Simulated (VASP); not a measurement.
# BaS (Fm-3m) in VASP: a series of runs, part 2 of 2

VASP 6.6.1. Earlier steps stand in the parts before.

## Step 4: Relaxation of cell and atoms, HSE06

POSCAR

```
BaS
1.0
    0.0000000000      3.1937500000      3.1937500000
    3.1937500000      0.0000000000      3.1937500000
    3.1937500000      3.1937500000      0.0000000000
Ba S
1 1
Direct
    0.0000000000      0.0000000000      0.0000000000
    0.5000000000      0.5000000000      0.5000000000
```

INCAR.step1

```
SYSTEM = BaS
PREC = Accurate
ENCUT = 600
EDIFF = 1E-5
ISMEAR = -1
SIGMA = 0.05
LREAL = .FALSE.
LASPH = .TRUE.
NELM = 60
ALGO = Normal
LWAVE = .TRUE.
LCHARG = .FALSE.
GGA = PE
NBANDS = 15
```

INCAR.step2

```
SYSTEM = BaS
PREC = Accurate
ENCUT = 600
EDIFF = 1E-6
ISMEAR = -1
SIGMA = 0.05
LREAL = .FALSE.
LASPH = .TRUE.
NELM = 60
ALGO = Normal
ISIF = 3
LWAVE = .FALSE.
LCHARG = .FALSE.
GGA = PE
LHFCALC = .TRUE.
HFSCREEN = 0.2079
PRECFOCK = Normal
IBRION = 2
NSW = 60
EDIFFG = -0.01
ISTART = 1
```

KPOINTS

```
regular mesh
0
G
  4 4 4
  0 0 0
```

Potentials or basis: VASP PAW PBE potentials, release 64 (Ba_sv, S).

Command:

```bash
cat potpaw_PBE.64/Ba_sv/POTCAR potpaw_PBE.64/S/POTCAR > POTCAR
cp INCAR.step1 INCAR
mpirun -np 1 vasp_std > vasp.out
cp INCAR.step2 INCAR
mpirun -np 1 vasp_std > vasp.out
```

OUTCAR:

```text
SYSTEM = BaS
   PREC = Accurate
   ENCUT = 600
   EDIFF = 1E-6
   ISMEAR = -1
   LREAL = .FALSE.
   LASPH = .TRUE.
   NELM = 60
   ISIF = 3
   GGA = PE
   LHFCALC = .TRUE.
   HFSCREEN = 0.2079
   PRECFOCK = Normal
   IBRION = 2
   NSW = 60
   EDIFFG = -0.01
   ISTART = 1

 ion  position               nearest neighbor table
   1  0.000  0.000  0.000-   2 3.19   2 3.19   2 3.19   2 3.19   2 3.19   2 3.19
   2  0.500  0.500  0.500-   1 3.19   1 3.19   1 3.19   1 3.19   1 3.19   1 3.19

  LATTYP: Found a face centered cubic cell.
 ALAT       =     6.3875000000

  Lattice vectors:

 A1 = (   0.0000000000,   3.1937500000,   3.1937500000)
 A2 = (   3.1937500000,   0.0000000000,   3.1937500000)
 A3 = (   3.1937500000,   3.1937500000,   0.0000000000)

Analysis of symmetry for initial positions (statically):
=====================================================================
 Subroutine PRICEL returns:
 Original cell was already a primitive cell.

 Routine SETGRP: Setting up the symmetry group for a
 face centered cubic supercell.

 Subroutine GETGRP returns: Found 48 space group operations
 (whereof 48 operations were pure point group operations)
 out of a pool of 48 trial point group operations.

The static configuration has the point symmetry O_h .

Analysis of symmetry for dynamics (positions and initial velocities):
=====================================================================
 Subroutine PRICEL returns:
 Original cell was already a primitive cell.

 Routine SETGRP: Setting up the symmetry group for a
 face centered cubic supercell.

 Subroutine GETGRP returns: Found 48 space group operations
 (whereof 48 operations were pure point group operations)
 out of a pool of 48 trial point group operations.

The dynamic configuration has the point symmetry O_h .
[... 98 lines left out ...]
   EFERMI_NEDOS =   21; number of points for ismear=-14 and -15
   IALGO  =     38    algorithm
   IMIX   =      1    mixing-type and parameters
     AMIX     =   0.40;   BMIX     =  1.00
     AMIX_MAG =   1.60;   BMIX_MAG =  1.00
  volume/ion in A,a.u.               =      32.58       219.84
  Fermi-wavevector in a.u.,A,eV,Ry     =   1.025189  1.937326 14.299891  1.051012
  Thomas-Fermi vector in A             =   2.159016
   LORBIT       =      0    0 simple, 1 ext, 2 COOP (PROOUT), +10 PAW based schemes
   GGA     = PE    functional components
   LHFCALC =     T    Hartree Fock is set to
   PRECFOCK=normal    Normal, Fast or Accurate (Low or Medium for compatibility)
   ENCUT4O =  -1.0   cutoff for four orbital integrals eV
   NKREDX  =     1    reduce k-point grid by
   NKREDY  =     1    reduce k-point grid by
   NKREDZ  =     1    reduce k-point grid by
   AEXX    =    0.2500 exact exchange contribution
   HFSCREEN=    0.2079 screening length (either q_TF or 0.3 A-1)
   HFSCREENC=   0.2079 screening length for correlation (either q_TF or 0.3 A-1)
   ENCUTFOCK=  -1.0 apply spherical cutoff to Coloumb kernel
   IVDW    =     0    specifies the selected vdW correction
   LEPSILON=     F    determine dielectric tensor
   LRPA    =     F    only Hartree local field effects (RPA)
 conjugate gradient relaxation of ions
 non-spin polarized calculation
  energy-cutoff  :      600.00
  volume of cell :       65.15
 maximum number of plane-waves:      2200
  NGX = 28; NGY = 28; NGZ = 28

--------------------------------------- Ionic step        1  -------------------------------------------

 number of electron      16.0000001 magnetization

 Free energy of the ion-electron system (eV)
  ---------------------------------------------------
  ext. energy  EPLUGINS =         0.00000000
  ---------------------------------------------------
  free energy    TOTEN  =       -11.54051136 eV

  energy without entropy =      -11.54051136  energy(sigma->0) =      -11.54051136

------------------------ aborting loop because EDIFF is reached ----------------------------------------

  FORCE on cell =-STRESS in cart. coord.  units (eV):
  Direction    XX          YY          ZZ          XY          YZ          ZX
  --------------------------------------------------------------------------------------
  -------------------------------------------------------------------------------------
  Total        0.4147701      0.4147701      0.4147701      0.0000000      0.0000000      0.0000000
  in kB       10.1996514     10.1996514     10.1996514      0.0000000      0.0000000      0.0000000
  external PRESSURE =      10.1996514 kB  Pullay stress =       0.0000000 kB
[... 59 lines left out ...]
--------------------------------------- Ionic step        3  -------------------------------------------

 number of electron      16.0000002 magnetization

 Free energy of the ion-electron system (eV)
  ---------------------------------------------------
  ext. energy  EPLUGINS =         0.00000000
  ---------------------------------------------------
  free energy    TOTEN  =       -11.54507359 eV

  energy without entropy =      -11.54507359  energy(sigma->0) =      -11.54507359

 E-fermi :   1.8177     XC(G=0):  -7.1303

 val. band max:        0.6863844683   @ k =   0.0000   0.0000   0.0000
 cond. band min:       3.7411601917   @ k =   0.5000   0.5000   0.0000
 fundamental gap:      3.0547757234
 Fermi energy:         1.8176606436

 k-point     1 :       0.0000    0.0000    0.0000
  band No.  band energies     occupation
      1     -27.2002      2.00000
      2     -11.2005      2.00000
      3     -11.2005      2.00000
      4     -11.2005      2.00000
      5     -10.7112      2.00000
      6       0.6864      2.00000
      7       0.6864      2.00000
      8       0.6864      2.00000
      9       5.1561      0.00000
     10       5.5959      0.00000
     11       5.5959      0.00000
     12       5.5959      0.00000
[... 132 lines left out ...]
  FREE ENERGIE OF THE ION-ELECTRON SYSTEM (eV)
  ---------------------------------------------------
  free  energy   TOTEN  =       -11.5450735889 eV

  energy  without entropy=      -11.5450735888  energy(sigma->0) =      -11.54507359

 reached required accuracy - stopping structural energy minimisation
```

OUTCAR.step1:

```text
SYSTEM = BaS
   PREC = Accurate
   ENCUT = 600
   EDIFF = 1E-5
   ISMEAR = -1
   LREAL = .FALSE.
[... 345 lines left out ...]
      0.00000      0.00000      0.00000        -0.000000      0.000000      0.000000
      3.19375      3.19375      3.19375         0.000000     -0.000000      0.000000
 -----------------------------------------------------------------------------------
    total drift:                                0.000000      0.000000      0.000000

  FREE ENERGIE OF THE ION-ELECTRON SYSTEM (eV)
  ---------------------------------------------------
  free  energy   TOTEN  =       -10.1801939785 eV

  energy  without entropy=      -10.1801939783  energy(sigma->0) =      -10.18019398
```

Wall time 25 min (1 thread of Intel Xeon Platinum 8259CL at 2.50GHz (Skylake/Cascade Lake), shared host); peak memory 0.34 GiB.

Results:

- Free energy: -11.5451 eV
- Relaxed volume: 33.31 Å³/atom
- Relaxed cell: a = 4.550 Å, b = 4.550 Å, c = 4.550 Å, α = 60.00°, β = 60.00°, γ = 60.00°
- Space group after relaxing (to 0.1 Å): Fm-3m (No. 225)
- Energy gained by relaxing: 2.3 meV/atom
- Ionic steps: 3
- Pressure after relaxing: 0.0 GPa
- Band gap on the k mesh: 3.05 eV (least direct gap 3.22 eV)

The path:
| step | energy change (eV) | largest force (eV/Å) | pressure (GPa) | volume (Å³) |
| --- | --- | --- | --- | --- |
| 1 | 0.0000 | 0.0000 | 1.02 | 65.15 |
| 2 | -0.0040 | 0.0000 | -0.33 | 67.13 |
| 3 | -0.0046 | 0.0000 | 0.00 | 66.61 |

Final structure:
```
Ba S
1.0
     0.00000    3.21743    3.21743
     3.21743    0.00000    3.21743
     3.21743    3.21743    0.00000
Ba S
1 1
Direct
  0.00000 0.00000 0.00000
  0.50000 0.50000 0.50000
```

Caveat: the k points lie up to 0.42 Å⁻¹ apart in the final cell; the PAW data sets were made with another functional, which shifts forces and pressure a little; spin-orbit coupling is left out, which moves the levels of the heavy elements.

## Step 5: Single point, PBE, non-collinear spin, zero start, spin-orbit coupling

INCAR

```
  PREC = Accurate
  ENCUT = 520
  EDIFF = 1E-6
  ISMEAR = 1
  SIGMA = 0.1
  LREAL = F
  LASPH = T
  NELM = 150
  ALGO = Normal
  ISIF = 2
  LWAVE = F
  LCHARG = F
  LNONCOLLINEAR = T
  MAGMOM = 0 0 0 0 0 0
  LORBIT = 11
  LSORBIT = T
  GGA_COMPAT = F
  LORBMOM = T
  GGA = PE
  NBANDS = 28
```

KPOINTS

```
Automatic mesh
0
Gamma
  12 12 12
```

POSCAR is that of step 4.

Command:

```bash
cat potpaw_PBE.64/Ba_sv/POTCAR potpaw_PBE.64/S/POTCAR > POTCAR
mpirun -np 1 vasp_ncl > vasp.out
```

It took 8.1 min on 1 thread of Intel Xeon 8259CL, shared host; peak memory 0.49 GiB.

The run converged. Its results:

| Quantity | Value |
| --- | --- |
| Free energy | -10.3800 eV |
| Pressure | 1.4 GPa |
| Net moment | 0.00 μB per cell |
| Valence electrons inside the program's atomic spheres | Ba 7.91; S 3.75 |

Moments on the atoms (μB; x, y, z):
```
Ba  0.00 0.00 0.00
S   0.00 0.00 0.00
```

## Step 6: Single point, PBE0

This run uses another cell than the first one, of 30.62 Å³/atom.

POSCAR

```
BaS
1.0
    0.0000000000      3.1285531347      3.1285531347
    3.1285531347      0.0000000000      3.1285531347
    3.1285531347      3.1285531347      0.0000000000
Ba S
1 1
Direct
    0.0000000000      0.0000000000      0.0000000000
    0.5000000000      0.5000000000      0.5000000000
```

INCAR.step1

```
PREC = Accurate ; ENCUT = 520
EDIFF = 1E-5 ; ISMEAR = -1
SIGMA = 0.05 ; LREAL = F
LASPH = T ; NELM = 100
ALGO = Normal ; ISIF = 2
LWAVE = T ; LCHARG = F
NBANDS = 15 ; GGA = PE
```

INCAR.step2

```
PREC = Accurate ; ENCUT = 520
EDIFF = 1E-6 ; ISMEAR = -1
SIGMA = 0.05 ; LREAL = F
LASPH = T ; NELM = 100
ALGO = Normal ; ISIF = 2
LWAVE = F ; LCHARG = F
GGA = PE ; LHFCALC = T
AEXX = 0.25 ; PRECFOCK = Normal
NBANDS = 15 ; ISTART = 1
```

KPOINTS

```
regular mesh
0
Gamma
  4 4 4
```

Potentials or basis: VASP PAW PBE potentials, release 64 (Ba_sv, S).

Command:

```bash
cat potpaw_PBE.64/Ba_sv/POTCAR potpaw_PBE.64/S/POTCAR > POTCAR
cp INCAR.step1 INCAR
mpirun -np 1 vasp_std > vasp.out
cp INCAR.step2 INCAR
mpirun -np 1 vasp_std > vasp.out
```

Wall time 9.9 min (1 thread of AMD EPYC 7R13 (Zen 3), shared host); peak memory 0.19 GiB.

Results (log left out):

* Free energy: -12.0708 eV
* Pressure: 4.3 GPa
* Band gap on the k mesh: 3.62 eV (least direct gap 3.74 eV)

Levels at points of the mesh, in eV from the valence-band top:
```csv
k point,band 4,band 5,band 6,band 7,band 8,band 9,band 10,band 11,band 12,band 13
"(0.00, 0.00, 0.00)",-11.63,-11.59,0.00,0.00,0.00,5.62,5.66,5.66,5.66,6.68
"(0.50, 0.00, 0.00)",-11.67,-9.68,-2.27,-1.32,-1.32,7.57,7.69,8.57,8.57,11.07
"(0.50, 0.50, 0.00)",-11.90,-11.50,-0.52,-0.12,-0.12,3.62,8.02,8.35,9.94,9.94
```

Caveat: the k points lie up to 0.43 Å⁻¹ apart; the PAW data sets were made with another functional, which shifts forces and pressure a little; spin-orbit coupling is left out, which moves the levels of the heavy elements.

## Step 7: Summary

```csv
task,level,spin,cell,k mesh,cutoff (eV),smearing,grid for exact exchange (PRECFOCK),share of exact exchange,screening parameter,gap on the mesh (eV),pressure (GPa)
single point,PBE,off,"a = 4.517 Å, angles 60.0°, 2 atoms",7 × 7 × 7,500,gaussian 0.018 eV,-,-,-,2.17,1.4
single point,HSE06,off,"a = 4.532 Å, angles 60.0°, 2 atoms",4 × 4 × 4,520,fermi-dirac 0.05 eV,Normal,0.25,0.2079 1/Å,3.04,0.5
relaxation of cell and atoms,HSE06,off,"relaxed from a = 4.517 Å, angles 60.0°, 2 atoms",4 × 4 × 4,600,fermi-dirac 0.05 eV,Normal,0.25,0.2079 1/Å,3.05,0.0
single point,PBE,"non-collinear, zero start, SOC","a = 4.517 Å, angles 60.0°, 2 atoms",12 × 12 × 12,520,methfessel-paxton 0.1 eV,-,-,-,-,1.4
single point,PBE0,off,"a = 4.424 Å, angles 60.0°, 2 atoms",4 × 4 × 4,520,fermi-dirac 0.05 eV,Normal,0.25,-,3.62,4.3
```

Alike in all rows: potentials or basis VASP PAW PBE potentials, release 64 (Ba_sv, S).

Caveats: some runs use coarse meshes; spin-orbit coupling is left out, which moves the levels of the heavy elements (at least some runs); the PAW data sets were made with another functional, which shifts forces and pressure a little (at least some runs); an odd mesh through Γ misses points on the zone boundary, where band edges can lie (at least some runs).

Total energies depend on the potentials used, so only differences within one code and one set of settings carry meaning.
